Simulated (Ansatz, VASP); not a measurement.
**One calculation of CaSe, two programs**

```
CELL_PARAMETERS angstrom
0.00000 2.95600 2.95600
2.95600 0.00000 2.95600
2.95600 2.95600 0.00000
ATOMIC_POSITIONS crystal
Ca 0.99493 0.00507 0.00507
Se 0.50000 0.50000 0.50000
```

Alike in both runs: task electric field gradients; functional PBE; k mesh 7 × 7 × 7; occupations fermi-dirac, width 0.01 eV; no spin polarisation.

|  | VASP | Ansatz |
| --- | --- | --- |
| version | VASP 6.6.1 | Ansatz 0.2.0 |
| potentials or method | VASP PAW PBE potentials, release 64 (Ca_sv, Se), cutoff 400 eV | all-electron PAW with datasets made for the crystal, scalar-relativistic |

|  | VASP | Ansatz | Ansatz less VASP |
| --- | --- | --- | --- |
| gap on the k mesh at the Fermi level (eV) | 2.08 | 2.09 | +0.009 |
| pressure (GPa) | 1.4 | 1.2 | -0.17 |
| rms of the force components (eV/Å) | 0.055 | 0.054 | -0.0009 |
| size of Vzz on the site where it differs most (V/Å²) | 0.3 | 0.3 | -0.01 |

Atom by atom the forces differ by 0.001 eV/Å (rms over components). Ansatz ran all-electron here, and VASP with PAW potentials.
